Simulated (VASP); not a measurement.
Crystal: LiF.

```
CELL_PARAMETERS angstrom
0.00000 2.03379 2.03379
2.03379 0.00000 2.03379
2.03379 2.03379 0.00000
ATOMIC_POSITIONS crystal
Li 0.00000 0.00000 0.00000
F 0.50000 0.50000 0.50000
```

Base run:

* Program: VASP 6.6.1
* Functional: PBE
* Potentials or basis: VASP PAW PBE potentials, release 64 (Li_sv, F)
* Cutoff: 750 eV
* k mesh: 10 × 10 × 10
* Occupations: gaussian, width 0.02 eV
* Spin: no spin polarisation

Its results: band gap on the k mesh 8.82 eV, direct; pressure -0.7 GPa.

Problem. The run is repeated on the same cell with these changes: functional from PBE to r2SCAN; cutoff from 750 eV to 830 eV. What comes out?

Solution. Band gap on the k mesh 9.99 eV, direct; pressure -4.6 GPa.

r2SCAN gives the wider gap, since meta-GGAs in the generalised Kohn-Sham scheme recover part of the derivative discontinuity.

Caveats: the PAW data sets were made with another functional, which shifts forces and pressure a little (some runs).

A k mesh can miss the band edges.
